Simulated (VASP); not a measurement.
# Se (P3_121) in VASP: single point with r2SCAN

Aim: the single point of Se with r2SCAN.

All numbers are computed with VASP 6.6.1; they aren't measurements. Logs are shortened: lines on timing, memory, paths and dates and some standing lists are left out, and cuts for length are marked.

## 1. The cell of the first run

It takes space group P3_121 (No. 152, trigonal). The conventional cell has a = 4.293 Å, b = 4.293 Å, c = 5.041 Å, α = 90.00°, β = 90.00°, γ = 120.00°. Within 3.2 Å of Se (site symmetry 2) lie 2 Se at 2.39 Å.

## 2. Single point, r2SCAN

POSCAR

```
Se
1.0
    4.2926441753      0.0000000000      0.0000000000
   -2.1463220877      3.7175389052      0.0000000000
    0.0000000000      0.0000000000      5.0408601212
Se
3
Direct
    0.2284678487      0.0000000000      0.3333333333
    0.0000000000      0.2284678487      0.6666666667
    0.7715321513      0.7715321513      0.0000000000
```

INCAR.step1

```
SYSTEM = Se
ALGO = Normal
EDIFF = 1E-4
ENCUT = 520
GGA = PE
ISMEAR = 0
LASPH = .TRUE.
LCHARG = .FALSE.
LREAL = .FALSE.
LWAVE = .TRUE.
NBANDS = 16
NELM = 100
PREC = Accurate
SIGMA = 0.01
```

INCAR.step2

```
SYSTEM = Se
ALGO = Normal
EDIFF = 1E-6
ENCUT = 520
ISIF = 2
ISMEAR = 0
ISTART = 1
LASPH = .TRUE.
LCHARG = .FALSE.
LMIXTAU = .TRUE.
LREAL = .FALSE.
LWAVE = .FALSE.
METAGGA = R2SCAN
NBANDS = 16
NELM = 100
PREC = Accurate
SIGMA = 0.01
```

KPOINTS

```
k-points
0
G
  12 12 6
  0 0 0
```

Potentials or basis: VASP PAW PBE potentials, release 64 (Se).

Run with:

```bash
$ cat potpaw_PBE.64/Se/POTCAR > POTCAR
$ cp INCAR.step1 INCAR
$ mpirun -np 1 vasp_std > vasp.out
$ cp INCAR.step2 INCAR
$ mpirun -np 1 vasp_std > vasp.out
```

OUTCAR:

```text
SYSTEM = Se
   EDIFF = 1E-6
   ENCUT = 520
   ISIF = 2
   ISMEAR = 0
   ISTART = 1
   LASPH = .TRUE.
   LREAL = .FALSE.
   METAGGA = R2SCAN
   NELM = 100
   PREC = Accurate

 ion  position               nearest neighbor table
   1  0.228  0.000  0.333-   3 2.39   2 2.39
   2  0.000  0.228  0.667-   3 2.39   1 2.39
   3  0.772  0.772  0.000-   1 2.39   2 2.39

  LATTYP: Found a hexagonal cell.
 ALAT       =     4.2926441753
 C/A-ratio  =     1.1743018791

  Lattice vectors:

 A1 = (   4.2926441753,   0.0000000000,   0.0000000000)
 A2 = (  -2.1463220877,   3.7175389052,   0.0000000000)
 A3 = (   0.0000000000,   0.0000000000,   5.0408601212)

Analysis of symmetry for initial positions (statically):
=====================================================================
 Subroutine PRICEL returns:
 Original cell was already a primitive cell.

 Routine SETGRP: Setting up the symmetry group for a
 hexagonal supercell.

 Subroutine GETGRP returns: Found  6 space group operations
 (whereof  2 operations were pure point group operations)
 out of a pool of 24 trial point group operations.

The static configuration has the point symmetry C_2 .
 The point group associated with its full space group is D_3 .

Analysis of symmetry for dynamics (positions and initial velocities):
=====================================================================
 Subroutine PRICEL returns:
 Original cell was already a primitive cell.

 Routine SETGRP: Setting up the symmetry group for a
 hexagonal supercell.

 Subroutine GETGRP returns: Found  6 space group operations
 (whereof  2 operations were pure point group operations)
 out of a pool of 24 trial point group operations.

The dynamic configuration has the point symmetry C_2 .
 The point group associated with its full space group is D_3 .

 Subroutine INISYM returns: Found  6 space group operations
 (whereof  2 operations are pure point group operations),
 and found     1 'primitive' translations

----------------------------------------------------------------------------------------

                                     Primitive cell

  volume of cell :      80.4424

  direct lattice vectors                    reciprocal lattice vectors
     4.292644175  0.000000000  0.000000000     0.232956648  0.134497584  0.000000000
    -2.146322088  3.717538905  0.000000000     0.000000000  0.268995167  0.000000000
     0.000000000  0.000000000  5.040860121     0.000000000  0.000000000  0.198378843

  length of vectors
     4.292644175  4.292644175  5.040860121     0.268995167  0.268995167  0.198378843

  position of ions in fractional coordinates (direct lattice)
     0.228467849  0.000000000  0.333333333
     0.000000000  0.228467849  0.666666667
     0.771532151  0.771532151  0.000000000

  ion indices of the primitive-cell ions
   primitive index   ion index
                 1           1
                 2           2
                 3           3

----------------------------------------------------------------------------------------

 KPOINTS: k-points

Automatic generation of k-mesh.
 Grid dimensions read from file:
 generate k-points for:   12   12    6

 Generating k-lattice:

  Cartesian coordinates                     Fractional coordinates (reciprocal lattice)
     0.019413054  0.011208132  0.000000000     0.083333333  0.000000000  0.000000000
     0.000000000  0.022416264  0.000000000     0.000000000  0.083333333  0.000000000
     0.000000000  0.000000000  0.033063141     0.000000000  0.000000000  0.166666667

  Length of vectors
     0.022416264  0.022416264  0.033063141

  Shift w.r.t. Gamma in fractional coordinates (k-lattice)
     0.000000000  0.000000000  0.000000000

 Subroutine IBZKPT returns following result:
 ===========================================

 Found    100 irreducible k-points:

 Following reciprocal coordinates:
            Coordinates               Weight
  0.000000  0.000000  0.000000      1.000000
  0.083333  0.000000  0.000000      6.000000
  0.166667  0.000000  0.000000      6.000000
  0.250000  0.000000  0.000000      6.000000
  0.333333  0.000000  0.000000      6.000000
  0.416667  0.000000  0.000000      6.000000
[... 16 lines left out ...]
  0.166667  0.000000  0.166667      6.000000
  0.000000  0.166667  0.166667      6.000000
 [... further k-points ...]
   k-points           NKPTS =    100   k-points in BZ     NKDIM =    100   number of bands    NBANDS=     16
   number of dos      NEDOS =    301   number of ions     NIONS =      3
   total plane-waves  NPLWV =  40960
   dimension x,y,z NGX =    32 NGY =   32 NGZ =   40
   dimension x,y,z NGXF=    64 NGYF=   64 NGZF=   80
   ions per type =               3
   NGX,Y,Z   is equivalent  to a cutoff of  12.39, 12.39, 13.19 a.u.
   NGXF,Y,Z  is equivalent  to a cutoff of  24.79, 24.79, 26.38 a.u.
 SYSTEM =  Se
   PREC   = accura    normal or accurate (medium, high low for compatibility)
   ISTART =      1    job   : 0-new  1-cont  2-samecut
   ICHARG =      0    charge: 1-file 2-atom 10-const
   ISPIN  =      1    spin polarized calculation?
   LNONCOLLINEAR =      F non collinear calculations
   LSORBIT =      F    spin-orbit coupling
   LASPH  =      T    aspherical Exc in radial PAW
   ENCUT  =  520.0 eV  38.22 Ry    6.18 a.u.   7.98  7.98  9.37*2*pi/ulx,y,z
   NELM   =    100;   NELMIN=  2; NELMDL=  0     # of ELM steps
   EDIFF  = 0.1E-05   stopping-criterion for ELM
   LREAL  =      F    real-space projection
   EDIFFG = 0.1E-04   stopping-criterion for IOM
   NSW    =      0    number of steps for IOM
   IBRION =     -1    ionic relax: 0-MD 1-quasi-New 2-CG
   NFREE  =      0    steps in history (QN), initial steepest desc. (CG)
   ISIF   =      2    stress and relaxation
   ISYM   =      2    0-nonsym 1-usesym 2-fastsym
   POTIM  = 0.5000    time-step for ionic-motion
   TEBEG  =    0.0;   TEEND  =   0.0 temperature during run
   PSTRESS=    0.0 pullay stress
   NELECT =      18.0000    total number of electrons
   NUPDOWN=      -1.0000    fix difference up-down
   EMIN   =  10.00;   EMAX   =-10.00  energy-range for DOS
   EFERMI =   0.00;   METHOD = LEGACY
   ISMEAR =     0;   SIGMA  =   0.01  broadening in eV -4-tet -1-fermi 0-gaus
   EFERMI_NEDOS =   21; number of points for ismear=-14 and -15
   IALGO  =     38    algorithm
   IMIX   =      4    mixing-type and parameters
     AMIX     =   0.40;   BMIX     =  1.00
     AMIX_MAG =   1.60;   BMIX_MAG =  1.00
  volume/ion in A,a.u.               =      26.81       180.95
  Fermi-wavevector in a.u.,A,eV,Ry     =   0.993888  1.878175 13.440008  0.987813
  Thomas-Fermi vector in A             =   2.125801
   LORBIT       =      0    0 simple, 1 ext, 2 COOP (PROOUT), +10 PAW based schemes
   METAGGA = R2SCAN    functional components
   LHFCALC =     F    Hartree Fock is set to
   AEXX    =    0.0000 exact exchange contribution
   IVDW    =     0    specifies the selected vdW correction
   LEPSILON=     F    determine dielectric tensor
   LRPA    =     F    only Hartree local field effects (RPA)
 non-spin polarized calculation
 Gauss-broadening in eV      SIGMA  =   0.01
  energy-cutoff  :      520.00
  volume of cell :       80.44
 maximum number of plane-waves:      2187
   NGX = 15   NGY = 15   NGZ = 19

 number of electron      17.9999999 magnetization

 Free energy of the ion-electron system (eV)
  ---------------------------------------------------
  ext. energy  EPLUGINS =         0.00000000
  ---------------------------------------------------
  free energy    TOTEN  =       -42.90663498 eV

  energy without entropy =      -42.90663498  energy(sigma->0) =      -42.90663498

 E-fermi :   2.6344     XC(G=0):  -9.3786

 val. band max:        2.5419660309   @ k =   0.4167   0.1667   0.5000
 cond. band min:       3.5958967867   @ k =   0.3333   0.3333   0.5000
 fundamental gap:      1.0539307559
 Fermi energy:         2.6344484141

 k-point     1 :       0.0000    0.0000    0.0000
  band No.  band energies     occupation
      1     -13.9107      2.00000
      2      -9.6403      2.00000
      3      -9.6403      2.00000
      4      -1.3344      2.00000
      5      -1.3344      2.00000
      6      -1.2535      2.00000
[... 8 lines left out ...]
     15       9.4574      0.00000
     16      11.4794      0.00000

 k-point     2 :       0.0833    0.0000    0.0000
  band No.  band energies     occupation
      1     -13.8789      2.00000
      2      -9.6647      2.00000
      3      -9.6354      2.00000
      4      -1.6782      2.00000
      5      -1.4575      2.00000
      6      -1.1081      2.00000
[... 8 lines left out ...]
     15       9.9033      0.00000
     16      11.4209      0.00000

 k-point     3 :       0.1667    0.0000    0.0000
  band No.  band energies     occupation
      1     -13.7882      2.00000
      2      -9.7385      2.00000
      3      -9.6217      2.00000
      4      -2.1304      2.00000
      5      -1.7054      2.00000
      6      -1.0937      2.00000
[... 8 lines left out ...]
     15      10.5539      0.00000
     16      11.4676      0.00000

 k-point     4 :       0.2500    0.0000    0.0000
  band No.  band energies     occupation
      1     -13.6547      2.00000
      2      -9.8578      2.00000
      3      -9.6026      2.00000
      4      -2.5009      2.00000
      5      -1.9581      2.00000
      6      -1.1508      2.00000
[... 8 lines left out ...]
     15      11.1862      0.00000
     16      11.9368      0.00000
[... 324 lines left out ...]
 k-point    22 :       0.0000    0.0833    0.1667
  band No.  band energies     occupation
      1     -13.7446      2.00000
      2     -10.7905      2.00000
      3      -8.5328      2.00000
      4      -1.8766      2.00000
      5      -1.5054      2.00000
      6      -0.9274      2.00000
[... 8 lines left out ...]
     15      10.2214      0.00000
     16      10.8640      0.00000

 k-point    23 :       0.1667    0.0000    0.1667
  band No.  band energies     occupation
      1     -13.6563      2.00000
      2     -10.7645      2.00000
      3      -8.6483      2.00000
      4      -2.1915      2.00000
      5      -1.6620      2.00000
      6      -0.9803      2.00000
[... 8 lines left out ...]
     15      10.6283      0.00000
     16      10.8000      0.00000

 k-point    24 :       0.0000    0.1667    0.1667
  band No.  band energies     occupation
      1     -13.6553      2.00000
      2     -10.7753      2.00000
      3      -8.6246      2.00000
      4      -2.1060      2.00000
      5      -1.9901      2.00000
      6      -0.9360      2.00000
[... 8 lines left out ...]
     15      10.4796      0.00000
     16      11.4352      0.00000

 [... further k-points ...]

------------------------ aborting loop because EDIFF is reached ----------------------------------------

  FORCE on cell =-STRESS in cart. coord.  units (eV):
  Direction    XX          YY          ZZ          XY          YZ          ZX
  --------------------------------------------------------------------------------------
  -------------------------------------------------------------------------------------
  Total        0.4453014      0.4453014      0.3260482     -0.0000000      0.0000000      0.0000000
  in kB        8.8691012      8.8691012      6.4939254     -0.0000000      0.0000000      0.0000000
  external PRESSURE =       8.0773759 kB  Pullay stress =       0.0000000 kB

 VOLUME and BASIS-vectors are now :
 -----------------------------------------------------------------------------
  energy-cutoff  :      520.00
  volume of cell :       80.44
      direct lattice vectors                 reciprocal lattice vectors
     4.292644175  0.000000000  0.000000000     0.232956648  0.134497584  0.000000000
    -2.146322088  3.717538905  0.000000000     0.000000000  0.268995167  0.000000000
     0.000000000  0.000000000  5.040860121     0.000000000  0.000000000  0.198378843

 POSITION                                       TOTAL-FORCE (eV/Angst)
 -----------------------------------------------------------------------------------
      0.98073      0.00000      1.68029        -0.039502     -0.000000     -0.000000
     -0.49037      0.84934      3.36057         0.019751     -0.034209      0.000000
      1.65596      2.86820      0.00000         0.019751      0.034209      0.000000
 -----------------------------------------------------------------------------------
    total drift:                               -0.000001     -0.000001     -0.000000

  FREE ENERGIE OF THE ION-ELECTRON SYSTEM (eV)
  ---------------------------------------------------
  free  energy   TOTEN  =       -42.9066349770 eV

  energy  without entropy=      -42.9066349770  energy(sigma->0) =      -42.90663498
```

Run time: 9.1 min. Hardware: 1 thread of Intel Xeon 8259CL, shared host; peak memory 0.27 GiB.

What came out:

| Item | Value |
| --- | --- |
| Free energy | -42.9066 eV |
| Pressure | 0.8 GPa |
| Largest force | 0.040 eV/Å |
| Band gap on the k mesh | 1.05 eV (least direct gap 1.23 eV) |

Forces on the atoms (eV/Å):
```
Se  -0.040  0.000  0.000
Se   0.020 -0.034  0.000
Se   0.020  0.034  0.000
```

Stress tensor (GPa, compression positive):
```
0.89 0.00 0.00
0.00 0.89 0.00
0.00 0.00 0.65
```

Caveat: the PAW data sets were made with another functional, which shifts forces and pressure a little.
